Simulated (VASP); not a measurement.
Input of a VASP 6.6.1 run:

File INCAR:

```
SYSTEM = Cu4O
PREC = Accurate ; ENCUT = 520
EDIFF = 1E-6 ; ISMEAR = 0
SIGMA = 0.1 ; LREAL = .False.
LASPH = .True. ; NELM = 150
ALGO = Normal ; ISIF = 2
LWAVE = .False. ; LCHARG = .False.
ISPIN = 2 ; MAGMOM = 1 1 1 1 0
LORBIT = 11 ; LMAXMIX = 4
GGA = PE ; NBANDS = 37
```

The input KPOINTS:

```
Automatic mesh
0
Gamma
  4 4 4
  0 0 0
```

Contents of POSCAR:

```
Cu4O
1.0
   -2.7169231800      2.7169231800      2.7169231800
    2.7169231800     -2.7169231800      2.7169231800
    2.7169231800      2.7169231800     -2.7169231800
Cu O
4 1
Direct
    0.0000000000      0.0000000000      0.7463128600
    0.7463128600      0.0000000000      0.0000000000
    0.0000000000      0.7463128600      0.0000000000
    0.2536871400      0.2536871400      0.2536871400
    0.0000000000      0.0000000000      0.0000000000
```

Potentials or basis: VASP PAW PBE potentials, release 64 (Cu, O).

The run is started by

```console
$ cat potpaw_PBE.64/Cu/POTCAR potpaw_PBE.64/O/POTCAR > POTCAR
$ mpirun -np 1 vasp_std > vasp.out
```

(1) What does it give for the net moment?

(2) What does it give for the largest force?

(3) Predict the band gap on the k mesh.

## Answers

(1) 0.00 μB per cell.

(2) 76.399 eV/Å.

(3) zero (filled and empty bands overlap).

Caveat: the k points lie up to 0.41 Å⁻¹ apart; forces of over 1 eV/Å act on the atoms, so gaps and moduli don't describe the material at rest.
